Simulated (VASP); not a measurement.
# As (R-3m) in VASP: further runs, part 2 of 2

VASP 6.6.1. Earlier steps stand in the parts before.

### Step 6. Single point, LDA (volume scaled by 1.01)

Contents of INCAR:

```
SYSTEM = As
  PREC = Accurate
  ENCUT = 520
  EDIFF = 1E-6
  ISMEAR = -1
  SIGMA = 0.05
  LREAL = .False.
  LASPH = .True.
  NELM = 100
  ALGO = Normal
  ISIF = 2
  LWAVE = .False.
  LCHARG = .False.
  NBANDS = 12
```

Contents of KPOINTS:

```
Automatic mesh
0
Gamma
  13 13 13
  0 0 0
```

Contents of POSCAR:

```
As
1.0
    1.8859945182      1.0888794428      3.4973507163
   -1.8859945182      1.0888794428      3.4973507163
    0.0000000000     -2.1777588855      3.4973507163
As
2
Direct
    0.2275400000      0.2275400000      0.2275400000
    0.7724600000      0.7724600000      0.7724600000
```

Potentials or basis: VASP PAW LDA potentials, release 64 (As).

Launch:

```sh
$ cat potpaw_LDA.64/As/POTCAR > POTCAR
$ mpirun -np 1 vasp_std > vasp.out
```

OUTCAR:

```text
SYSTEM = As
   PREC = Accurate
   ENCUT = 520
   EDIFF = 1E-6
   ISMEAR = -1
   LREAL = .False.
   LASPH = .True.
   NELM = 100
   ISIF = 2

 ion  position               nearest neighbor table
   1  0.228  0.228  0.228-   2 2.52   2 2.52   2 2.52
   2  0.772  0.772  0.772-   1 2.52   1 2.52   1 2.52

  LATTYP: Found a trigonal (rhomboedric) cell.
 ALAT       =     4.1199630819
 COS(alpha) =     0.5808936906

  Lattice vectors:

 A1 = (   1.8859945182,   1.0888794428,   3.4973507163)
 A2 = (  -1.8859945182,   1.0888794428,   3.4973507163)
 A3 = (   0.0000000000,  -2.1777588855,   3.4973507163)

Analysis of symmetry for initial positions (statically):
=====================================================================
 Subroutine PRICEL returns:
 Original cell was already a primitive cell.

 Routine SETGRP: Setting up the symmetry group for a
 trigonal (rhombohedral) supercell.

 Subroutine GETGRP returns: Found 12 space group operations
 (whereof 12 operations were pure point group operations)
 out of a pool of 12 trial point group operations.

The static configuration has the point symmetry D_3d.

Analysis of symmetry for dynamics (positions and initial velocities):
=====================================================================
 Subroutine PRICEL returns:
 Original cell was already a primitive cell.

 Routine SETGRP: Setting up the symmetry group for a
 trigonal (rhombohedral) supercell.

 Subroutine GETGRP returns: Found 12 space group operations
 (whereof 12 operations were pure point group operations)
 out of a pool of 12 trial point group operations.

The dynamic configuration has the point symmetry D_3d.

 Subroutine INISYM returns: Found 12 space group operations
 (whereof 12 operations are pure point group operations),
 and found     1 'primitive' translations

----------------------------------------------------------------------------------------

                                     Primitive cell

  volume of cell :      43.0934
[... 112 lines left out ...]
  Thomas-Fermi vector in A             =   2.138731
   LORBIT       =      0    0 simple, 1 ext, 2 COOP (PROOUT), +10 PAW based schemes
   GGA     = CA    functional components
   LHFCALC =     F    Hartree Fock is set to
   AEXX    =    0.0000 exact exchange contribution
   IVDW    =     0    specifies the selected vdW correction
   LEPSILON=     F    determine dielectric tensor
   LRPA    =     F    only Hartree local field effects (RPA)
 non-spin polarized calculation
  energy-cutoff  :      520.00
  volume of cell :       43.09
 maximum number of plane-waves:      1174
   NGX = 15   NGY = 15   NGZ = 15

 number of electron      10.0000000 magnetization

 number of electron       9.9999999 magnetization

 Free energy of the ion-electron system (eV)
  ---------------------------------------------------
  ext. energy  EPLUGINS =         0.00000000
  ---------------------------------------------------
  free energy    TOTEN  =       -10.76380131 eV

  energy without entropy =      -10.76281844  energy(sigma->0) =      -10.76330987

 E-fermi :   5.4661     XC(G=0): -10.1612

 val. band max:        5.4284976484   @ k =   0.4615   0.0769   0.0769
 cond. band min:       5.5237135301   @ k =   0.3846   0.1538   0.1538
 fundamental gap:      0.0952158817
 Fermi energy:         5.4660589878

 k-point     1 :       0.0000    0.0000    0.0000
  band No.  band energies     occupation
      1      -9.5780      2.00000
      2      -0.4558      2.00000
      3       2.9260      2.00000
      4       3.4458      2.00000
      5       3.4458      2.00000
      6       7.1568      0.00000
      7       8.3405      0.00000
      8       8.3405      0.00000
      9      12.2212      0.00000
     10      12.2212      0.00000
     11      12.6038      0.00000
     12      14.1576      0.00000
[... 331 lines left out ...]
 k-point    24 :       0.4615    0.1538    0.0000
  band No.  band energies     occupation
      1      -7.3095      2.00000
      2      -4.7850      2.00000
      3       1.2876      2.00000
      4       2.0110      2.00000
      5       3.5907      2.00000
      6       7.0518      0.00000
      7       7.2389      0.00000
      8       8.3304      0.00000
      9      12.0372      0.00000
     10      15.0812      0.00000
     11      15.5633      0.00000
     12      17.3691      0.00000

 [... further k-points ...]
[... 5 lines left out ...]
  --------------------------------------------------------------------------------------
  -------------------------------------------------------------------------------------
  Total       -0.4273080     -0.4273080     -0.6452386      0.0000000     -0.0000000      0.0000000
  in kB      -15.8869659    -15.8869659    -23.9894473      0.0000000     -0.0000000      0.0000000
  external PRESSURE =     -18.5877930 kB  Pullay stress =       0.0000000 kB

 VOLUME and BASIS-vectors are now :
 -----------------------------------------------------------------------------
  energy-cutoff  :      520.00
  volume of cell :       43.09
      direct lattice vectors                 reciprocal lattice vectors
     1.885994518  1.088879443  3.497350716     0.265112117  0.153062552  0.095310239
    -1.885994518  1.088879443  3.497350716    -0.265112117  0.153062552  0.095310239
     0.000000000 -2.177758885  3.497350716     0.000000000 -0.306125105  0.095310239

 POSITION                                       TOTAL-FORCE (eV/Angst)
 -----------------------------------------------------------------------------------
      0.00000      0.00000      2.38736         0.000000      0.000000      0.073480
      0.00000      0.00000      8.10469         0.000000     -0.000000     -0.073480
 -----------------------------------------------------------------------------------
    total drift:                               -0.000000      0.000000     -0.000000

  FREE ENERGIE OF THE ION-ELECTRON SYSTEM (eV)
  ---------------------------------------------------
  free  energy   TOTEN  =       -10.7638013130 eV

  energy  without entropy=      -10.7628184360  energy(sigma->0) =      -10.76330987
```

OSZICAR:

```text
N       E                     dE             d eps       ncg     rms          rms(c)
DAV:   1     0.274470896263E+02    0.27447E+02   -0.42020E+03  5544   0.692E+02
DAV:   2    -0.915336853726E+01   -0.36600E+02   -0.34859E+02  7468   0.110E+02
DAV:   3    -0.108014197972E+02   -0.16481E+01   -0.16366E+01  7000   0.241E+01
DAV:   4    -0.108100862579E+02   -0.86665E-02   -0.86658E-02  6248   0.198E+00
DAV:   5    -0.108101090270E+02   -0.22769E-04   -0.22769E-04  6940   0.111E-01    0.352E+00
DAV:   6    -0.107795061520E+02    0.30603E-01   -0.85267E-03  6296   0.478E-01    0.208E+00
DAV:   7    -0.107638232759E+02    0.15683E-01   -0.16478E-02  6240   0.681E-01    0.714E-02
DAV:   8    -0.107637968439E+02    0.26432E-04   -0.47101E-04  6520   0.136E-01    0.229E-02
DAV:   9    -0.107638015963E+02   -0.47523E-05   -0.29459E-05  6716   0.303E-02    0.951E-03
DAV:  10    -0.107638013130E+02    0.28330E-06   -0.16847E-06  4444   0.708E-03
   1 F= -.10763801E+02 E0= -.10763310E+02  d E =-.982877E-03
```

stdout:

```text
POSCAR found type information on POSCAR As
 POSCAR found :  1 types and       2 ions
 scaLAPACK will be used
 LDA part: xc-table for (Slater(with rela. corr.)+CA(PZ))
 , standard interpolation
 POSCAR, INCAR and KPOINTS ok, starting setup
 FFT: planning ... GRIDC
 FFT: planning ... GRID_SOFT
 FFT: planning ... GRID
 WAVECAR not read
 entering main loop
```

It took 60 s on 1 thread of Intel Xeon Platinum 8259CL at 2.50GHz (Skylake/Cascade Lake), shared host; peak memory 0.22 GiB.

What came out:

```
Free energy            : -10.7638 eV
Pressure               : -1.9 GPa
Largest force          : 0.073 eV/Å
Band gap on the k mesh : zero (band 5 reaches 5.60 eV, above the bottom of band 6 at 5.25 eV)
```

Forces on the atoms (eV/Å):
```
As   0.000  0.000  0.073
As   0.000  0.000 -0.073
```

Stress tensor (GPa, compression positive):
```
-1.59  0.00  0.00
 0.00 -1.59  0.00
 0.00  0.00 -2.40
```

### Step 7. The runs side by side

| cell | gap on the mesh (eV) | pressure (GPa) | largest force (eV/Å) |
| --- | --- | --- | --- |
| a = 4.047 Å, angles 55.3°, 2 atoms | none | 0.2 | 0.33 |
| a = 4.095 Å, angles 54.1°, 2 atoms | none | 0.7 | 0.25 |
| a = 4.093 Å, angles 54.5°, 2 atoms | none | -0.3 | 0.21 |
| a = 4.077 Å, angles 54.9°, 2 atoms | none | -0.5 | 0.24 |
| a = 4.120 Å, angles 54.5°, 2 atoms | none | -1.9 | 0.07 |

Alike in all rows: task single point; level LDA; potentials or basis VASP PAW LDA potentials, release 64 (As); no spin polarisation; k mesh 13 × 13 × 13; cutoff (eV) 520; smearing fermi-dirac 0.05 eV.

Absolute energies hang on the potentials; compare differences alone.
